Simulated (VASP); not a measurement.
# Sc2Ta (I4/mcm) in VASP: further runs, part 2 of 3

VASP 6.6.1. Earlier steps stand in the parts before.

## 3. Single point, PBE

This run uses another cell than the first one, of 22.90 Å³/atom.

File INCAR:

```
SYSTEM = Sc2Ta
ALGO = Fast ; EDIFF = 1E-7
ENCUT = 520 ; GGA = PE
ISIF = 2 ; ISMEAR = 0
LASPH = .True. ; LCHARG = .False.
LREAL = .False. ; LWAVE = .False.
NBANDS = 42 ; NELM = 100
PREC = Accurate ; SIGMA = 0.1
```

File KPOINTS:

```
k-points
0
Gamma
  4 4 4
  0 0 0
```

File POSCAR:

```
Sc2Ta
1.0
   -3.4907068889      3.4907068889      2.8185527117
    3.4907068889     -3.4907068889      2.8185527117
    3.4907068889      3.4907068889     -2.8185527117
Sc Ta
4 2
Direct
    0.1665558741      0.6665558741      0.8331117483
    0.6665558741      0.8334441259      0.5000000000
    0.3334441259      0.1665558741      0.5000000000
    0.8334441259      0.3334441259      0.1668882517
    0.7500000000      0.7500000000      0.0000000000
    0.2500000000      0.2500000000      0.0000000000
```

Potentials or basis: VASP PAW PBE potentials, release 64 (Sc_sv, Ta_pv).

Started as:

```sh
$ cat potpaw_PBE.64/Sc_sv/POTCAR potpaw_PBE.64/Ta_pv/POTCAR > POTCAR
$ mpirun -np 1 vasp_std > vasp.out
```

OUTCAR:

```text
SYSTEM = Sc2Ta
   EDIFF = 1E-7
   ENCUT = 520
   GGA = PE
   ISIF = 2
   ISMEAR = 0
   LASPH = .True.
   LREAL = .False.
   NELM = 100
   PREC = Accurate

 ion  position               nearest neighbor table
   1  0.167  0.667  0.833-   5 2.96   6 2.96   5 2.96   6 2.96   4 3.26   4 3.26   4 3.29
   2  0.667  0.833  0.500-   6 2.96   5 2.96   5 2.96   6 2.96   3 3.26   3 3.26   3 3.29
   3  0.333  0.167  0.500-   5 2.96   6 2.96   6 2.96   5 2.96   2 3.26   2 3.26   2 3.29
   4  0.833  0.333  0.167-   5 2.96   6 2.96   5 2.96   6 2.96   1 3.26   1 3.26   1 3.29
   5  0.750  0.750  0.000-   6 2.82   6 2.82   1 2.96   4 2.96   1 2.96   4 2.96   2 2.96   3 2.96
                             3 2.96   2 2.96
   6  0.250  0.250  0.000-   5 2.82   5 2.82   1 2.96   4 2.96   1 2.96   4 2.96   3 2.96   2 2.96
                             2 2.96   3 2.96

  LATTYP: Found a body centered tetragonal cell.
 ALAT       =     6.9814137778
 C/A-ratio  =     0.8074446814

  Lattice vectors:

 A1 = (  -3.4907068889,   3.4907068889,   2.8185527117)
 A2 = (   3.4907068889,  -3.4907068889,   2.8185527117)
 A3 = (   3.4907068889,   3.4907068889,  -2.8185527117)

Analysis of symmetry for initial positions (statically):
=====================================================================
 Subroutine PRICEL returns:
 Original cell was already a primitive cell.

 Routine SETGRP: Setting up the symmetry group for a
 body centered tetragonal supercell.

 Subroutine GETGRP returns: Found 16 space group operations
 (whereof  8 operations were pure point group operations)
 out of a pool of 16 trial point group operations.

The static configuration has the point symmetry C_4h.
 The point group associated with its full space group is D_4h.

Analysis of symmetry for dynamics (positions and initial velocities):
=====================================================================
 Subroutine PRICEL returns:
 Original cell was already a primitive cell.

 Routine SETGRP: Setting up the symmetry group for a
 body centered tetragonal supercell.

 Subroutine GETGRP returns: Found 16 space group operations
 (whereof  8 operations were pure point group operations)
 out of a pool of 16 trial point group operations.

The dynamic configuration has the point symmetry C_4h.
 The point group associated with its full space group is D_4h.

 Subroutine INISYM returns: Found 16 space group operations
 (whereof  8 operations are pure point group operations),
 and found     1 'primitive' translations

----------------------------------------------------------------------------------------

                                     Primitive cell

  volume of cell :     137.3766

  direct lattice vectors                    reciprocal lattice vectors
    -3.490706889  3.490706889  2.818552712     0.000000000  0.143237463  0.177396008
     3.490706889 -3.490706889  2.818552712     0.143237463  0.000000000  0.177396008
     3.490706889  3.490706889 -2.818552712     0.143237463  0.143237463  0.000000000

  length of vectors
     5.684567579  5.684567579  5.684567579     0.228005076  0.228005076  0.202568363

  position of ions in fractional coordinates (direct lattice)
     0.166555874  0.666555874  0.833111748
     0.666555874  0.833444126  0.500000000
[... 47 lines left out ...]
 -0.250000  0.250000  0.000000      4.000000
  0.500000  0.500000  0.000000      2.000000
  0.250000  0.250000  0.250000      2.000000
 -0.250000  0.250000  0.250000      4.000000
  0.500000  0.500000  0.250000      4.000000
 -0.250000  0.500000  0.250000      8.000000
 -0.250000 -0.250000  0.250000      2.000000
  0.500000  0.500000  0.500000      1.000000
   k-points           NKPTS =     13   k-points in BZ     NKDIM =     13   number of bands    NBANDS=     42
   number of dos      NEDOS =    301   number of ions     NIONS =      6
   total plane-waves  NPLWV =  74088
   dimension x,y,z NGX =    42 NGY =   42 NGZ =   42
   dimension x,y,z NGXF=    84 NGYF=   84 NGZF=   84
   ions per type =               4   2
   NGX,Y,Z   is equivalent  to a cutoff of  12.28, 12.28, 12.28 a.u.
   NGXF,Y,Z  is equivalent  to a cutoff of  24.57, 24.57, 24.57 a.u.
 SYSTEM =  Sc2Ta
   PREC   = accura    normal or accurate (medium, high low for compatibility)
   ISTART =      0    job   : 0-new  1-cont  2-samecut
   ICHARG =      2    charge: 1-file 2-atom 10-const
   ISPIN  =      1    spin polarized calculation?
   LNONCOLLINEAR =      F non collinear calculations
   LSORBIT =      F    spin-orbit coupling
   LASPH  =      T    aspherical Exc in radial PAW
   ENCUT  =  520.0 eV  38.22 Ry    6.18 a.u.  10.57 10.57 10.57*2*pi/ulx,y,z
   NELM   =    100;   NELMIN=  2; NELMDL= -5     # of ELM steps
   EDIFF  = 0.1E-06   stopping-criterion for ELM
   LREAL  =      F    real-space projection
   EDIFFG = 0.1E-05   stopping-criterion for IOM
   NSW    =      0    number of steps for IOM
   IBRION =     -1    ionic relax: 0-MD 1-quasi-New 2-CG
   NFREE  =      0    steps in history (QN), initial steepest desc. (CG)
   ISIF   =      2    stress and relaxation
   ISYM   =      2    0-nonsym 1-usesym 2-fastsym
   POTIM  = 0.5000    time-step for ionic-motion
   TEBEG  =    0.0;   TEEND  =   0.0 temperature during run
   PSTRESS=    0.0 pullay stress
   NELECT =      66.0000    total number of electrons
   NUPDOWN=      -1.0000    fix difference up-down
   EMIN   =  10.00;   EMAX   =-10.00  energy-range for DOS
   EFERMI =   0.00;   METHOD = LEGACY
   ISMEAR =     0;   SIGMA  =   0.10  broadening in eV -4-tet -1-fermi 0-gaus
   EFERMI_NEDOS =   21; number of points for ismear=-14 and -15
   IALGO  =     68    algorithm
   IMIX   =      4    mixing-type and parameters
     AMIX     =   0.40;   BMIX     =  1.00
     AMIX_MAG =   1.60;   BMIX_MAG =  1.00
  volume/ion in A,a.u.               =      22.90       154.51
  Fermi-wavevector in a.u.,A,eV,Ry     =   1.282188  2.422985 22.368074  1.644007
  Thomas-Fermi vector in A             =   2.414514
   LORBIT       =      0    0 simple, 1 ext, 2 COOP (PROOUT), +10 PAW based schemes
   GGA     = PE    functional components
   LHFCALC =     F    Hartree Fock is set to
   AEXX    =    0.0000 exact exchange contribution
   IVDW    =     0    specifies the selected vdW correction
   LEPSILON=     F    determine dielectric tensor
   LRPA    =     F    only Hartree local field effects (RPA)
 non-spin polarized calculation
 RMM-DIIS sequential band-by-band and
 Gauss-broadening in eV      SIGMA  =   0.10
  energy-cutoff  :      520.00
  volume of cell :      137.38
 maximum number of plane-waves:      3720
   NGX = 21   NGY = 21   NGZ = 21

 number of electron      65.9999997 magnetization

 Free energy of the ion-electron system (eV)
  ---------------------------------------------------
  ext. energy  EPLUGINS =         0.00000000
  ---------------------------------------------------
  free energy    TOTEN  =       -47.11537987 eV

  energy without entropy =      -47.08147304  energy(sigma->0) =      -47.09842645

 E-fermi :   4.0704     XC(G=0): -10.4983

 val. band max:        4.0344296381   @ k =  -0.2500   0.5000   0.2500
 cond. band min:       4.0840945365   @ k =  -0.2500  -0.2500   0.2500
 fundamental gap:      0.0496648984
 Fermi energy:         4.0703977906

 k-point     1 :       0.0000    0.0000    0.0000
  band No.  band energies     occupation
      1     -45.2928      2.00000
      2     -45.2750      2.00000
      3     -45.2551      2.00000
      4     -45.2551      2.00000
      5     -30.1544      2.00000
      6     -29.8110      2.00000
[... 574 lines left out ...]
     41       6.1367      0.00000
     42       6.7390      0.00000

------------------------ aborting loop because EDIFF is reached ----------------------------------------

  FORCE on cell =-STRESS in cart. coord.  units (eV):
  Direction    XX          YY          ZZ          XY          YZ          ZX
  --------------------------------------------------------------------------------------
  -------------------------------------------------------------------------------------
  Total        0.0430899      0.0430899      0.0777624      0.0000000      0.0000000      0.0000000
  in kB        0.5025434      0.5025434      0.9069170      0.0000000      0.0000000      0.0000000
  external PRESSURE =       0.6373346 kB  Pullay stress =       0.0000000 kB

 VOLUME and BASIS-vectors are now :
 -----------------------------------------------------------------------------
  energy-cutoff  :      520.00
  volume of cell :      137.38
      direct lattice vectors                 reciprocal lattice vectors
    -3.490706889  3.490706889  2.818552712     0.000000000  0.143237463  0.177396008
     3.490706889 -3.490706889  2.818552712     0.143237463  0.000000000  0.177396008
     3.490706889  3.490706889 -2.818552712     0.143237463  0.143237463  0.000000000

 POSITION                                       TOTAL-FORCE (eV/Angst)
 -----------------------------------------------------------------------------------
      4.65350      1.16280     -0.00000        -0.032765     -0.032765     -0.000000
      2.32791      1.16280      2.81855         0.032765     -0.032765     -0.000000
      1.16280      2.32791      0.00000        -0.032765      0.032765     -0.000000
     -1.16280      2.32791      2.81855         0.032765      0.032765      0.000000
      0.00000      0.00000      4.22783        -0.000000      0.000000      0.000000
      0.00000      0.00000      1.40928        -0.000000     -0.000000      0.000000
 -----------------------------------------------------------------------------------
    total drift:                               -0.000000      0.000000      0.000000

  FREE ENERGIE OF THE ION-ELECTRON SYSTEM (eV)
  ---------------------------------------------------
  free  energy   TOTEN  =       -47.1153798704 eV

  energy  without entropy=      -47.0814730352  energy(sigma->0) =      -47.09842645
```

stdout:

```text
POSCAR found type information on POSCAR ScTa
 POSCAR found :  2 types and       6 ions
 scaLAPACK will be used
 LDA part: xc-table for (Slater+PW92), standard interpolation
 POSCAR, INCAR and KPOINTS ok, starting setup
 FFT: planning ... GRIDC
 FFT: planning ... GRID_SOFT
 FFT: planning ... GRID
 WAVECAR not read
 entering main loop
```

Wall time 2.5 min (1 thread of Intel Xeon Platinum 8559C (Emerald Rapids), shared host); peak memory 0.29 GiB.

What came out:

| Property | Result |
| --- | --- |
| Free energy | -47.1154 eV |
| Pressure | 0.1 GPa |
| Largest force | 0.046 eV/Å |
| Band gap on the k mesh | zero (bands 33 and 34 overlap by 0.92 eV) |

Forces on the atoms (eV/Å):
```
Sc  -0.033 -0.033  0.000
Sc   0.033 -0.033  0.000
Sc  -0.033  0.033  0.000
Sc   0.033  0.033  0.000
Ta   0.000  0.000  0.000
Ta   0.000  0.000  0.000
```

Caveat: spin-orbit coupling is left out, which moves the levels of the heavy elements.

[end of part 2 of 3]

The gap in the log of VASP goes by the Fermi energy; the results here count the filled bands.